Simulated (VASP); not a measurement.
# Ga2GeO (P4/mmm) in VASP: relaxation of cell and atoms with PBE

Aim: the relaxation of cell and atoms of Ga2GeO with PBE.

Program: VASP 6.6.1. These are calculated values, not measurements. Logs are shortened: lines on timing, memory, paths and dates and some standing lists are left out, and cuts for length are marked.

## (1) The cell of the first run

It takes space group P4/mmm (No. 123, tetragonal). Conventional cell: a = 3.582 Å, b = 3.582 Å, c = 4.898 Å, α = 90.00°, β = 90.00°, γ = 90.00°. Ga (site symmetry 4/mmm) has 2 Ge at 2.45 Å and 4 O at 2.53 Å within 3.2 Å. Within 3.2 Å of Ga (site symmetry 4/mmm) lie 2 O at 2.45 Å and 4 Ge at 2.53 Å. Within 3.2 Å of Ge (site symmetry 4/mmm) lie 6 Ga at 2.45 to 2.53 Å. O (site symmetry 4/mmm) has 6 Ga at 2.45 to 2.53 Å within 3.2 Å.

The cell was generated, and may not be a known phase.

## (2) Relaxation of cell and atoms, PBE

INCAR

```
SYSTEM = Ga2GeO
  PREC = Accurate
  ENCUT = 600
  EDIFF = 1E-7
  ISMEAR = 0
  SIGMA = 0.1
  LREAL = .False.
  LASPH = .True.
  NELM = 120
  ALGO = Normal
  ISIF = 3
  LWAVE = .False.
  LCHARG = .False.
  GGA = PE
  IBRION = 2
  NSW = 100
  EDIFFG = -0.01
  GGA_COMPAT = .False.
  NELMIN = 4
```

KPOINTS

```
Automatic mesh
0
Gamma
  14 14 10
  0 0 0
```

POSCAR

```
Ga2GeO
1.0
    3.5822631725      0.0000000000      0.0000000000
    0.0000000000      3.5822631725      0.0000000000
    0.0000000000      0.0000000000      4.8977637599
Ga Ge O
2 1 1
Direct
    0.0000000000      0.0000000000      0.5000000000
    0.5000000000      0.5000000000      0.0000000000
    0.0000000000      0.0000000000      0.0000000000
    0.5000000000      0.5000000000      0.5000000000
```

Potentials or basis: VASP PAW PBE potentials, release 64 (Ga_d, Ge_d, O).

The run is started by

```
$ cat potpaw_PBE.64/Ga_d/POTCAR potpaw_PBE.64/Ge_d/POTCAR potpaw_PBE.64/O/POTCAR > POTCAR
$ mpirun -np 1 vasp_std > vasp.out
```

OUTCAR:

```text
SYSTEM = Ga2GeO
   PREC = Accurate
   ENCUT = 600
   EDIFF = 1E-7
   ISMEAR = 0
   LREAL = .False.
   LASPH = .True.
   NELM = 120
   ISIF = 3
   GGA = PE
   IBRION = 2
   NSW = 100
   EDIFFG = -0.01
   NELMIN = 4

 ion  position               nearest neighbor table
   1  0.000  0.000  0.500-   3 2.45   3 2.45
   2  0.500  0.500  0.000-   3 2.53   3 2.53   3 2.53   3 2.53
   3  0.000  0.000  0.000-   1 2.45   1 2.45   2 2.53   2 2.53   2 2.53   2 2.53
   4  0.500  0.500  0.500-

  LATTYP: Found a simple tetragonal cell.
 ALAT       =     3.5822631725
 C/A-ratio  =     1.3672261149

  Lattice vectors:

 A1 = (   3.5822631725,   0.0000000000,   0.0000000000)
 A2 = (   0.0000000000,   3.5822631725,   0.0000000000)
 A3 = (   0.0000000000,   0.0000000000,   4.8977637599)

Analysis of symmetry for initial positions (statically):
=====================================================================
 Subroutine PRICEL returns:
 Original cell was already a primitive cell.

 Routine SETGRP: Setting up the symmetry group for a
 simple tetragonal supercell.

 Subroutine GETGRP returns: Found 16 space group operations
 (whereof 16 operations were pure point group operations)
 out of a pool of 16 trial point group operations.

The static configuration has the point symmetry D_4h.

Analysis of symmetry for dynamics (positions and initial velocities):
=====================================================================
 Subroutine PRICEL returns:
 Original cell was already a primitive cell.

 Routine SETGRP: Setting up the symmetry group for a
 simple tetragonal supercell.

 Subroutine GETGRP returns: Found 16 space group operations
 (whereof 16 operations were pure point group operations)
 out of a pool of 16 trial point group operations.

The dynamic configuration has the point symmetry D_4h.

 Subroutine INISYM returns: Found 16 space group operations
 (whereof 16 operations are pure point group operations),
 and found     1 'primitive' translations

----------------------------------------------------------------------------------------

                                     Primitive cell

  volume of cell :      62.8511

  direct lattice vectors                    reciprocal lattice vectors
     3.582263172  0.000000000  0.000000000     0.279153136  0.000000000  0.000000000
     0.000000000  3.582263172  0.000000000     0.000000000  0.279153136  0.000000000
[... 97 lines left out ...]
   POTIM  = 0.5000    time-step for ionic-motion
   TEBEG  =    0.0;   TEEND  =   0.0 temperature during run
   PSTRESS=    0.0 pullay stress
   NELECT =      46.0000    total number of electrons
   NUPDOWN=      -1.0000    fix difference up-down
   EMIN   =  10.00;   EMAX   =-10.00  energy-range for DOS
   EFERMI =   0.00;   METHOD = LEGACY
   ISMEAR =     0;   SIGMA  =   0.10  broadening in eV -4-tet -1-fermi 0-gaus
   EFERMI_NEDOS =   21; number of points for ismear=-14 and -15
   IALGO  =     38    algorithm
   IMIX   =      4    mixing-type and parameters
     AMIX     =   0.40;   BMIX     =  1.00
     AMIX_MAG =   1.60;   BMIX_MAG =  1.00
  volume/ion in A,a.u.               =      15.71       106.04
  Fermi-wavevector in a.u.,A,eV,Ry     =   1.475332  2.787974 29.614513  2.176605
  Thomas-Fermi vector in A             =   2.589994
   LORBIT       =      0    0 simple, 1 ext, 2 COOP (PROOUT), +10 PAW based schemes
   GGA     = PE    functional components
   LHFCALC =     F    Hartree Fock is set to
   AEXX    =    0.0000 exact exchange contribution
   IVDW    =     0    specifies the selected vdW correction
   LEPSILON=     F    determine dielectric tensor
   LRPA    =     F    only Hartree local field effects (RPA)
 conjugate gradient relaxation of ions
 non-spin polarized calculation
 Gauss-broadening in eV      SIGMA  =   0.10
  energy-cutoff  :      600.00
  volume of cell :       62.85
 maximum number of plane-waves:      2128
 NGX is ok and might be reduce to    30
   NGX = 15   NGY = 15   NGZ = 19

--------------------------------------- Ionic step        1  -------------------------------------------

 number of electron      46.0000017 magnetization

 Free energy of the ion-electron system (eV)
  ---------------------------------------------------
  ext. energy  EPLUGINS =         0.00000000
  ---------------------------------------------------
  free energy    TOTEN  =       -16.25299623 eV

  energy without entropy =      -16.24708217  energy(sigma->0) =      -16.25003920

------------------------ aborting loop because EDIFF is reached ----------------------------------------

  FORCE on cell =-STRESS in cart. coord.  units (eV):
  Direction    XX          YY          ZZ          XY          YZ          ZX
  --------------------------------------------------------------------------------------
  -------------------------------------------------------------------------------------
  Total       -0.0867960     -0.0867960      0.3391482      0.0000000      0.0000000      0.0000000
  in kB       -2.2125726     -2.2125726      8.6454449      0.0000000      0.0000000      0.0000000
  external PRESSURE =       1.4067666 kB  Pullay stress =       0.0000000 kB
[... 101 lines left out ...]
--------------------------------------- Ionic step        4  -------------------------------------------

 number of electron      46.0000008 magnetization

 Free energy of the ion-electron system (eV)
  ---------------------------------------------------
  ext. energy  EPLUGINS =         0.00000000
  ---------------------------------------------------
  free energy    TOTEN  =       -16.25388618 eV

  energy without entropy =      -16.24813719  energy(sigma->0) =      -16.25101169

 E-fermi :   5.3317     XC(G=0): -11.1366

 val. band max:        5.3273142575   @ k =   0.4286   0.4286   0.5000
 cond. band min:       5.3384340562   @ k =   0.3571   0.3571   0.3000
 fundamental gap:      0.0111197987
 Fermi energy:         5.3316841195

 k-point     1 :       0.0000    0.0000    0.0000
  band No.  band energies     occupation
      1     -19.0885      2.00000
      2     -19.0738      2.00000
      3     -19.0694      2.00000
      4     -19.0255      2.00000
      5     -19.0255      2.00000
      6     -11.8939      2.00000
[... 709 lines left out ...]
     26      10.1439      0.00000
     27      10.5811      0.00000

 [... further k-points ...]

------------------------ aborting loop because EDIFF is reached ----------------------------------------

  FORCE on cell =-STRESS in cart. coord.  units (eV):
  Direction    XX          YY          ZZ          XY          YZ          ZX
  --------------------------------------------------------------------------------------
  -------------------------------------------------------------------------------------
  Total        0.0148268      0.0148268      0.0005185      0.0000000     -0.0000000      0.0000000
  in kB        0.3777115      0.3777115      0.0132098      0.0000000     -0.0000000      0.0000000
  external PRESSURE =       0.2562109 kB  Pullay stress =       0.0000000 kB
[... 19 lines left out ...]
  FREE ENERGIE OF THE ION-ELECTRON SYSTEM (eV)
  ---------------------------------------------------
  free  energy   TOTEN  =       -16.2538861815 eV

  energy  without entropy=      -16.2481371928  energy(sigma->0) =      -16.25101169

 reached required accuracy - stopping structural energy minimisation
```

OSZICAR:

```text
N       E                     dE             d eps       ncg     rms          rms(c)
DAV:   1     0.389308121210E+03    0.38931E+03   -0.25377E+04 12339   0.421E+03
DAV:   2     0.510500504498E+02   -0.33826E+03   -0.33015E+03 11995   0.710E+02
DAV:   3    -0.138606316349E+02   -0.64911E+02   -0.62523E+02 13657   0.207E+02
DAV:   4    -0.180051501640E+02   -0.41445E+01   -0.40625E+01 13858   0.535E+01
[... 37 lines left out ...]
DAV:   4    -0.162538993229E+02    0.22086E-03   -0.49525E-04 14167   0.282E-01    0.197E-02
DAV:   5    -0.162538862941E+02    0.13029E-04   -0.79975E-05 13303   0.173E-01    0.967E-03
DAV:   6    -0.162538857721E+02    0.52198E-06   -0.12650E-05 14181   0.803E-02    0.424E-03
DAV:   7    -0.162538861080E+02   -0.33584E-06   -0.26411E-06 14592   0.177E-02    0.235E-03
DAV:   8    -0.162538861815E+02   -0.73594E-07   -0.40393E-07 11493   0.700E-03
   4 F= -.16253886E+02 E0= -.16251012E+02  d E =-.421015E-04
```

CONTCAR:

```text
Ga2GeO
   1.00000000000000
     3.5736343552338923    0.0000000000000000    0.0000000000000000
     0.0000000000000000    3.5736343552338923   -0.0000000000000000
    -0.0000000000000000    0.0000000000000000    4.9246789477496300
  Ga              Ge              O
     2     1     1
Direct
     0.0000000000000000    0.0000000000000000    0.5000000000000000
     0.5000000000000000    0.5000000000000000    0.0000000000000000
     0.0000000000000000    0.0000000000000000    0.0000000000000000
     0.5000000000000000    0.5000000000000000    0.5000000000000000

  0.00000000E+00  0.00000000E+00  0.00000000E+00
  0.00000000E+00  0.00000000E+00  0.00000000E+00
  0.00000000E+00  0.00000000E+00  0.00000000E+00
  0.00000000E+00  0.00000000E+00  0.00000000E+00
```

Wall time 9 min (1 thread of Intel Xeon 6975P-C (Granite Rapids), shared host); peak memory 0.53 GiB.

Results:

```yaml
Free_energy: -16.2539 eV
Relaxed_volume: 15.72 Å³/atom
Relaxed_cell: a = 3.574 Å, b = 3.574 Å, c = 4.925 Å, α = 90.00°, β = 90.00°, γ = 90.00°
Space_group_after_relaxing_to_0.1_Å: P4/mmm (No. 123)
Energy_gained_by_relaxing: 0.2 meV/atom
Ionic_steps: 4
Pressure_after_relaxing: 0.0 GPa
Band_gap_on_the_k_mesh: zero (bands 23 and 24 overlap by 4.08 eV)
```

Step by step:
| step | energy change (eV) | largest force (eV/Å) | pressure (GPa) | volume (Å³) |
| --- | --- | --- | --- | --- |
| 1 | 0.0000 | 0.0000 | 0.14 | 62.85 |
| 2 | -0.0008 | 0.0000 | -0.06 | 62.98 |
| 3 | -0.0008 | 0.0000 | -0.15 | 63.02 |
| 4 | -0.0009 | 0.0000 | 0.03 | 62.89 |

Final structure:
```yaml
crystal:
  lattice:
    - [3.57363, 0.00000, 0.00000]
    - [0.00000, 3.57363, 0.00000]
    - [0.00000, 0.00000, 4.92468]
  atoms:
    - { symbol: Ga, position: [0.00000, 0.00000, 0.50000] }
    - { symbol: Ga, position: [0.50000, 0.50000, 0.00000] }
    - { symbol: Ge, position: [0.00000, 0.00000, 0.00000] }
    - { symbol: O, position: [0.50000, 0.50000, 0.50000] }
```
